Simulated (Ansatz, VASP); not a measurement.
AlSn4 in VASP and in Ansatz

```xyz
5
Lattice="5.3197 0.0000 0.0000 0.0000 5.3197 0.0000 0.0000 0.0000 5.3197" Properties=species:S:1:pos:R:3 pbc="T T T"
Al    0.0000    0.0000    0.0000
Sn    1.5721    3.7476    3.7476
Sn    3.7476    1.5721    3.7476
Sn    3.7476    3.7476    1.5721
Sn    1.5721    1.5721    1.5721
```

Change from the starting cell: species swapped into the SnI4 type (P-43m, No. 215).

Alike in both runs: functional PBE; k mesh 4 × 4 × 4; occupations gaussian, width 0.1 eV; no spin polarisation.

Ansatz relaxed the structure, and its values are those at the end. VASP's run is a single point on that final structure, the one shown.

|  | VASP | Ansatz |
| --- | --- | --- |
| version | VASP 6.6.1 | Ansatz 0.2.0 |
| potentials or method | VASP PAW PBE potentials, release 64 (Al, Sn_d), cutoff 520 eV | scalar-relativistic, plane waves, PAW |
| valence electrons in the cell | 59 | 59 |

|  | VASP | Ansatz | Ansatz less VASP |
| --- | --- | --- | --- |
| gap on the k mesh at the Fermi level (eV) | none | none | - |
| pressure (GPa) | 0.1 | 0.1 | +0.07 |
| rms of the force components (eV/Å) | 0.008 | 0.006 | -0.0023 |

A gap of «none» marks a metal or a gap that the smearing closes.
